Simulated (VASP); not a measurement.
# Ba3Be (Pm-3m) in VASP: a series of runs

Runs on Ba3Be. Level: PBE. Tasks: single point, relaxation of cell and atoms.

Program: VASP 6.6.1. These are calculated values, not measurements. Logs are shortened: lines on timing, memory, paths and dates and some standing lists are left out, and cuts for length are marked.

**1. The cell of the first run**

The structure is cubic, space group Pm-3m (No. 221). Conventional cell: a = 5.548 Å, b = 5.548 Å, c = 5.548 Å, α = 90.00°, β = 90.00°, γ = 90.00°. Within 5.1 Å of Ba (site symmetry 4/mmm) lie 8 Ba at 3.92 Å and 4 Be at 3.92 Å. Within 5.1 Å of Be (site symmetry m-3m) lie 12 Ba at 3.92 Å.

**2. Single point, PBE**

Input file INCAR:

```
SYSTEM = Ba3Be
  PREC = Accurate
  ENCUT = 520
  EDIFF = 1E-7
  ISMEAR = 0
  SIGMA = 0.1
  LREAL = .False.
  LASPH = .True.
  NELM = 60
  ALGO = Fast
  ISIF = 2
  LWAVE = .False.
  LCHARG = .False.
  GGA = PE
  NBANDS = 24
```

Input file KPOINTS:

```
Automatic mesh
0
Gamma
  8 8 8
  0 0 0
```

Input file POSCAR:

```
Ba3Be
1.0
    5.5475752474      0.0000000000      0.0000000000
    0.0000000000      5.5475752474      0.0000000000
    0.0000000000      0.0000000000      5.5475752474
Ba Be
3 1
Direct
    0.0000000000      0.5000000000      0.5000000000
    0.5000000000      0.0000000000      0.5000000000
    0.5000000000      0.5000000000      0.0000000000
    0.0000000000      0.0000000000      0.0000000000
```

Potentials or basis: VASP PAW PBE potentials, release 64 (Ba_sv, Be).

Launch:

```bash
$ cat potpaw_PBE.64/Ba_sv/POTCAR potpaw_PBE.64/Be/POTCAR > POTCAR
$ mpirun -np 1 vasp_std > vasp.out
```

OUTCAR:

```text
SYSTEM = Ba3Be
   PREC = Accurate
   ENCUT = 520
   EDIFF = 1E-7
   ISMEAR = 0
   LREAL = .False.
   LASPH = .True.
   NELM = 60
   ISIF = 2
   GGA = PE

 ion  position               nearest neighbor table
   1  0.000  0.500  0.500-   2 3.92   3 3.92   3 3.92   2 3.92   2 3.92   3 3.92   3 3.92   2 3.92

   2  0.500  0.000  0.500-   1 3.92   3 3.92   3 3.92   1 3.92   3 3.92   3 3.92   1 3.92   1 3.92

   3  0.500  0.500  0.000-   1 3.92   2 3.92   1 3.92   2 3.92   2 3.92   2 3.92   1 3.92   1 3.92

   4  0.000  0.000  0.000-

  LATTYP: Found a simple cubic cell.
 ALAT       =     5.5475752474

  Lattice vectors:

 A1 = (   5.5475752474,   0.0000000000,   0.0000000000)
 A2 = (   0.0000000000,   5.5475752474,   0.0000000000)
 A3 = (   0.0000000000,   0.0000000000,   5.5475752474)

Analysis of symmetry for initial positions (statically):
=====================================================================
 Subroutine PRICEL returns:
 Original cell was already a primitive cell.

 Routine SETGRP: Setting up the symmetry group for a
 simple cubic supercell.

 Subroutine GETGRP returns: Found 48 space group operations
 (whereof 48 operations were pure point group operations)
 out of a pool of 48 trial point group operations.

The static configuration has the point symmetry O_h .

Analysis of symmetry for dynamics (positions and initial velocities):
=====================================================================
 Subroutine PRICEL returns:
 Original cell was already a primitive cell.

 Routine SETGRP: Setting up the symmetry group for a
 simple cubic supercell.

 Subroutine GETGRP returns: Found 48 space group operations
 (whereof 48 operations were pure point group operations)
 out of a pool of 48 trial point group operations.

The dynamic configuration has the point symmetry O_h .

 Subroutine INISYM returns: Found 48 space group operations
 (whereof 48 operations are pure point group operations),
 and found     1 'primitive' translations

----------------------------------------------------------------------------------------

                                     Primitive cell

  volume of cell :     170.7299

  direct lattice vectors                    reciprocal lattice vectors
     5.547575247  0.000000000  0.000000000     0.180258934  0.000000000  0.000000000
     0.000000000  5.547575247  0.000000000     0.000000000  0.180258934  0.000000000
     0.000000000  0.000000000  5.547575247     0.000000000  0.000000000  0.180258934

  length of vectors
     5.547575247  5.547575247  5.547575247     0.180258934  0.180258934  0.180258934

  position of ions in fractional coordinates (direct lattice)
     0.000000000  0.500000000  0.500000000
     0.500000000  0.000000000  0.500000000
     0.500000000  0.500000000  0.000000000
     0.000000000  0.000000000  0.000000000

  ion indices of the primitive-cell ions
   primitive index   ion index
                 1           1
                 2           2
                 3           3
                 4           4

----------------------------------------------------------------------------------------

 KPOINTS: Automatic mesh

Automatic generation of k-mesh.
 Grid dimensions read from file:
 generate k-points for:    8    8    8

 Generating k-lattice:

  Cartesian coordinates                     Fractional coordinates (reciprocal lattice)
     0.022532367  0.000000000  0.000000000     0.125000000  0.000000000  0.000000000
     0.000000000  0.022532367  0.000000000     0.000000000  0.125000000  0.000000000
     0.000000000  0.000000000  0.022532367     0.000000000  0.000000000  0.125000000

  Length of vectors
     0.022532367  0.022532367  0.022532367

  Shift w.r.t. Gamma in fractional coordinates (k-lattice)
     0.000000000  0.000000000  0.000000000

 Subroutine IBZKPT returns following result:
 ===========================================

 Found     35 irreducible k-points:

 Following reciprocal coordinates:
            Coordinates               Weight
  0.000000  0.000000  0.000000      1.000000
  0.125000  0.000000  0.000000      6.000000
  0.250000  0.000000  0.000000      6.000000
  0.375000  0.000000  0.000000      6.000000
  0.500000  0.000000  0.000000      3.000000
  0.125000  0.125000  0.000000     12.000000
[... 16 lines left out ...]
  0.375000  0.375000  0.125000     24.000000
  0.500000  0.375000  0.125000     24.000000
 [... further k-points ...]
   k-points           NKPTS =     35   k-points in BZ     NKDIM =     35   number of bands    NBANDS=     24
   number of dos      NEDOS =    301   number of ions     NIONS =      4
   total plane-waves  NPLWV =  74088
   dimension x,y,z NGX =    42 NGY =   42 NGZ =   42
   dimension x,y,z NGXF=    84 NGYF=   84 NGZF=   84
   ions per type =               3   1
   NGX,Y,Z   is equivalent  to a cutoff of  12.59, 12.59, 12.59 a.u.
   NGXF,Y,Z  is equivalent  to a cutoff of  25.17, 25.17, 25.17 a.u.
 SYSTEM =  Ba3Be
   PREC   = accura    normal or accurate (medium, high low for compatibility)
   ISTART =      0    job   : 0-new  1-cont  2-samecut
   ICHARG =      2    charge: 1-file 2-atom 10-const
   ISPIN  =      1    spin polarized calculation?
   LNONCOLLINEAR =      F non collinear calculations
   LSORBIT =      F    spin-orbit coupling
   LASPH  =      T    aspherical Exc in radial PAW
   ENCUT  =  520.0 eV  38.22 Ry    6.18 a.u.  10.31 10.31 10.31*2*pi/ulx,y,z
   NELM   =     60;   NELMIN=  2; NELMDL= -5     # of ELM steps
   EDIFF  = 0.1E-06   stopping-criterion for ELM
   LREAL  =      F    real-space projection
   EDIFFG = 0.1E-05   stopping-criterion for IOM
   NSW    =      0    number of steps for IOM
   IBRION =     -1    ionic relax: 0-MD 1-quasi-New 2-CG
   NFREE  =      0    steps in history (QN), initial steepest desc. (CG)
   ISIF   =      2    stress and relaxation
   ISYM   =      2    0-nonsym 1-usesym 2-fastsym
   POTIM  = 0.5000    time-step for ionic-motion
   TEBEG  =    0.0;   TEEND  =   0.0 temperature during run
   PSTRESS=    0.0 pullay stress
   NELECT =      32.0000    total number of electrons
   NUPDOWN=      -1.0000    fix difference up-down
   EMIN   =  10.00;   EMAX   =-10.00  energy-range for DOS
   EFERMI =   0.00;   METHOD = LEGACY
   ISMEAR =     0;   SIGMA  =   0.10  broadening in eV -4-tet -1-fermi 0-gaus
   EFERMI_NEDOS =   21; number of points for ismear=-14 and -15
   IALGO  =     68    algorithm
   IMIX   =      4    mixing-type and parameters
     AMIX     =   0.40;   BMIX     =  1.00
     AMIX_MAG =   1.60;   BMIX_MAG =  1.00
  volume/ion in A,a.u.               =      42.68       288.04
  Fermi-wavevector in a.u.,A,eV,Ry     =   0.936889  1.770464 11.942672  0.877762
  Thomas-Fermi vector in A             =   2.063945
   LORBIT       =      0    0 simple, 1 ext, 2 COOP (PROOUT), +10 PAW based schemes
   GGA     = PE    functional components
   LHFCALC =     F    Hartree Fock is set to
   AEXX    =    0.0000 exact exchange contribution
   IVDW    =     0    specifies the selected vdW correction
   LEPSILON=     F    determine dielectric tensor
   LRPA    =     F    only Hartree local field effects (RPA)
 non-spin polarized calculation
 RMM-DIIS sequential band-by-band and
 Gauss-broadening in eV      SIGMA  =   0.10
  energy-cutoff  :      520.00
  volume of cell :      170.73
 maximum number of plane-waves:      4636
 NGX is ok and might be reduce to    42
   NGX = 21   NGY = 21   NGZ = 21

 number of electron      31.9999996 magnetization

 Free energy of the ion-electron system (eV)
  ---------------------------------------------------
  ext. energy  EPLUGINS =         0.00000000
  ---------------------------------------------------
  free energy    TOTEN  =        -7.35601778 eV

  energy without entropy =       -7.31760372  energy(sigma->0) =       -7.33681075

 E-fermi :   2.2452     XC(G=0):  -8.1213

 val. band max:        2.2296779864   @ k =   0.3750   0.1250   0.0000
 cond. band min:       2.2485530281   @ k =   0.1250   0.1250   0.0000
 fundamental gap:      0.0188750418
 Fermi energy:         2.2452107878

 k-point     1 :       0.0000    0.0000    0.0000
  band No.  band energies     occupation
      1     -26.4567      2.00000
      2     -26.2624      2.00000
      3     -26.2624      2.00000
      4     -12.0766      2.00000
      5     -12.0766      2.00000
      6     -12.0766      2.00000
[... 16 lines left out ...]
     23       5.4748      0.00000
     24       5.6497      0.00000

 k-point     2 :       0.1250    0.0000    0.0000
  band No.  band energies     occupation
      1     -26.4502      2.00000
      2     -26.2691      2.00000
      3     -26.2623      2.00000
      4     -12.0580      2.00000
      5     -12.0580      2.00000
      6     -12.0487      2.00000
[... 16 lines left out ...]
     23       5.4767      0.00000
     24       5.7359      0.00000

 k-point     3 :       0.2500    0.0000    0.0000
  band No.  band energies     occupation
      1     -26.4322      2.00000
      2     -26.2874      2.00000
      3     -26.2621      2.00000
      4     -12.0077      2.00000
      5     -12.0077      2.00000
      6     -11.9667      2.00000
[... 16 lines left out ...]
     23       5.0876      0.00000
     24       5.9501      0.00000

 k-point     4 :       0.3750    0.0000    0.0000
  band No.  band energies     occupation
      1     -26.4078      2.00000
      2     -26.3123      2.00000
      3     -26.2619      2.00000
      4     -11.9454      2.00000
      5     -11.9454      2.00000
      6     -11.8365      2.00000
[... 16 lines left out ...]
     23       4.7186      0.00000
     24       5.0494      0.00000

 k-point     5 :       0.5000    0.0000    0.0000
  band No.  band energies     occupation
      1     -26.3925      2.00000
      2     -26.3277      2.00000
      3     -26.2618      2.00000
      4     -11.9134      2.00000
      5     -11.9134      2.00000
      6     -11.6743      2.00000
[... 16 lines left out ...]
     23       4.5639      0.00000
     24       4.6465      0.00000

 k-point     6 :       0.1250    0.1250    0.0000
  band No.  band energies     occupation
      1     -26.4439      2.00000
      2     -26.2720      2.00000
      3     -26.2657      2.00000
      4     -12.0744      2.00000
      5     -12.0391      2.00000
      6     -11.9894      2.00000
[... 16 lines left out ...]
     23       5.6350      0.00000
     24       5.6620      0.00000
[... 379 lines left out ...]
 k-point    21 :       0.3750    0.2500    0.1250
  band No.  band energies     occupation
      1     -26.3841      2.00000
      2     -26.3131      2.00000
      3     -26.2839      2.00000
      4     -12.1173      2.00000
      5     -11.8324      2.00000
      6     -11.7551      2.00000
[... 16 lines left out ...]
     23       5.0530      0.00000
     24       5.1342      0.00000

 k-point    22 :       0.5000    0.2500    0.1250
  band No.  band energies     occupation
      1     -26.3697      2.00000
      2     -26.3271      2.00000
      3     -26.2842      2.00000
      4     -12.1024      2.00000
      5     -11.8571      2.00000
      6     -11.7295      2.00000
[... 16 lines left out ...]
     23       4.9236      0.00000
     24       5.2047      0.00000

 k-point    23 :       0.3750    0.3750    0.1250
  band No.  band energies     occupation
      1     -26.3646      2.00000
      2     -26.3173      2.00000
      3     -26.2987      2.00000
      4     -12.1478      2.00000
      5     -11.9017      2.00000
      6     -11.7208      2.00000
[... 16 lines left out ...]
     23       5.2136      0.00000
     24       5.2220      0.00000

 k-point    24 :       0.5000    0.3750    0.1250
  band No.  band energies     occupation
      1     -26.3500      2.00000
      2     -26.3268      2.00000
      3     -26.3037      2.00000
      4     -12.1543      2.00000
      5     -11.9374      2.00000
      6     -11.7108      2.00000
[... 16 lines left out ...]
     23       5.0753      0.00000
     24       5.1903      0.00000

 [... further k-points ...]
[... 5 lines left out ...]
  --------------------------------------------------------------------------------------
  -------------------------------------------------------------------------------------
  Total        0.2303445      0.2303445      0.2303445      0.0000000     -0.0000000      0.0000000
  in kB        2.1616170      2.1616170      2.1616170      0.0000000     -0.0000000      0.0000000
  external PRESSURE =       2.1616170 kB  Pullay stress =       0.0000000 kB

 VOLUME and BASIS-vectors are now :
 -----------------------------------------------------------------------------
  energy-cutoff  :      520.00
  volume of cell :      170.73
      direct lattice vectors                 reciprocal lattice vectors
     5.547575247  0.000000000  0.000000000     0.180258934  0.000000000  0.000000000
     0.000000000  5.547575247  0.000000000     0.000000000  0.180258934  0.000000000
     0.000000000  0.000000000  5.547575247     0.000000000  0.000000000  0.180258934

 POSITION                                       TOTAL-FORCE (eV/Angst)
 -----------------------------------------------------------------------------------
      0.00000      2.77379      2.77379         0.000000      0.000000      0.000000
      2.77379      0.00000      2.77379         0.000000      0.000000      0.000000
      2.77379      2.77379      0.00000         0.000000      0.000000      0.000000
      0.00000      0.00000      0.00000         0.000000      0.000000      0.000000
 -----------------------------------------------------------------------------------
    total drift:                               -0.000000     -0.000000      0.000000

  FREE ENERGIE OF THE ION-ELECTRON SYSTEM (eV)
  ---------------------------------------------------
  free  energy   TOTEN  =        -7.3560177845 eV

  energy  without entropy=       -7.3176037169  energy(sigma->0) =       -7.33681075
```

Run time: 4.1 min. Hardware: 1 thread of AMD EPYC 7R13, shared host; peak memory 0.3 GiB.

Results:

| Item | Value |
| --- | --- |
| Free energy | -7.3560 eV |
| Pressure | 0.2 GPa |
| Band gap on the k mesh | zero (band 16 reaches 2.37 eV, above the bottom of band 17 at 2.14 eV) |

Caveat: spin-orbit coupling is left out, which moves the levels of the heavy elements.

(Continued in part 2 of 2.)
